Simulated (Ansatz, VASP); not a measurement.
NiO in VASP and in Ansatz

File INCAR:

```
PREC     = Accurate       # precision mode
ENCUT    = 520            # plane-wave cutoff, eV
EDIFF    = 1E-7           # SCF threshold, eV
ISMEAR   = 0              # smearing method
SIGMA    = 0.05           # smearing width, eV
LREAL    = F              # projectors in reciprocal space
LASPH    = T              # aspherical terms in the spheres
NELM     = 150            # most SCF steps
ALGO     = Normal         # electronic algorithm
ISIF     = 2              # what is computed and relaxed
LWAVE    = F              # write WAVECAR
LCHARG   = F              # write CHGCAR
ISPIN    = 2              # spin polarisation
MAGMOM   = 1.62 0         # initial moments
LORBIT   = 11             # projections on sites
LMAXMIX  = 4              # l up to which the mixer works
GGA      = PE             # functional
NBANDS   = 19             # bands
```

KPOINTS

```
regular mesh
0
Gamma
  14 14 14
```

POSCAR

```
NiO
1.0
    0.0000000000      2.1084194095      2.1084194095
    2.1084194095      0.0000000000      2.1084194095
    2.1084194095      2.1084194095      0.0000000000
Ni O
1 1
Direct
    0.0000000000      0.0000000000      0.0000000000
    0.5000000000      0.5000000000      0.5000000000
```

Input for Ansatz:

```yaml
crystal:
  lattice:
    - [0.0, 2.1084194095, 2.1084194095]
    - [2.1084194095, 0.0, 2.1084194095]
    - [2.1084194095, 2.1084194095, 0.0]
  atoms:
    - { symbol: Ni, position: [0.0, 0.0, 0.0], spin: 1.62 }
    - { symbol: O, position: [0.5, 0.5, 0.5] }
basis:
  ecutwfc: 420
  ecutrho_ratio: 4
kpoints:
  mp_grid: { grid: [14, 14, 14] }
hamiltonian:
  xc: pbe
scf:
  occupations: { method: gaussian, width: 0.05 }
output:
  forces: true
  stress: true
  eigenvalues: true
  populations: true
magnetization:
  spin_polarized: true
```

Alike in both runs: task single point; functional PBE; k mesh 14 × 14 × 14; occupations gaussian, width 0.05 eV; collinear spin.

|  | VASP | Ansatz |
| --- | --- | --- |
| version | VASP 6.6.1 | Ansatz 0.2.0 |
| potentials or method | VASP PAW PBE potentials, release 64 (Ni, O), cutoff 520 eV | scalar-relativistic, plane waves, PAW |
| valence electrons in the cell | 16 | 24 |

```tsv
	VASP	Ansatz	Ansatz less VASP
gap on the k mesh at the Fermi level (eV)	none	none	-
pressure (GPa)	-0.5	0.0	+0.48
net moment per atom (μB)	0.89	0.91	+0.021
size of the moment on the site where the two differ most (μB)	0.27	0.30	+0.024
```

Site moments also hang on the region over which each program counts them. A gap of «none» marks a metal or a gap that the smearing closes. VASP's potentials hold 16 valence electrons a cell and Ansatz's 24, so a difference there can come from the potentials and not from the codes.
